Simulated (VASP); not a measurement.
A run of VASP 6.6.1 is set up as follows.

File INCAR:

```
  ALGO = Fast
  EDIFF = 1E-7
  ENCUT = 520
  GGA = PE
  ISIF = 2
  ISMEAR = 0
  LASPH = True
  LCHARG = False
  LREAL = False
  LWAVE = False
  NBANDS = 34
  NELM = 60
  PREC = Accurate
  SIGMA = 0.1
```

File KPOINTS:

```
k-points
0
Gamma
  6 6 4
```

The input POSCAR:

```
Nb
1.0
    4.5611718902      0.0000000000      0.0000000000
   -2.2805859451      3.9500907279      0.0000000000
    0.0000000000      0.0000000000      4.8024719876
Nb
4
Direct
    0.0000000000      0.0000000000      0.2500000000
    0.0000000000      0.0000000000      0.7500000000
    0.3333333333      0.6666666667      0.7500000000
    0.6666666667      0.3333333333      0.2500000000
```

Potentials or basis: VASP PAW PBE potentials, release 64 (Nb_sv).

Run with:

```console
$ cat potpaw_PBE.64/Nb_sv/POTCAR > POTCAR
$ mpirun -np 1 vasp_std > vasp.out
```

Task: Estimate the pressure.

Result: 0.0 GPa.

Task: Predict the band gap on the k mesh.

Result: Zero (bands 26 and 27 overlap by 0.66 eV).
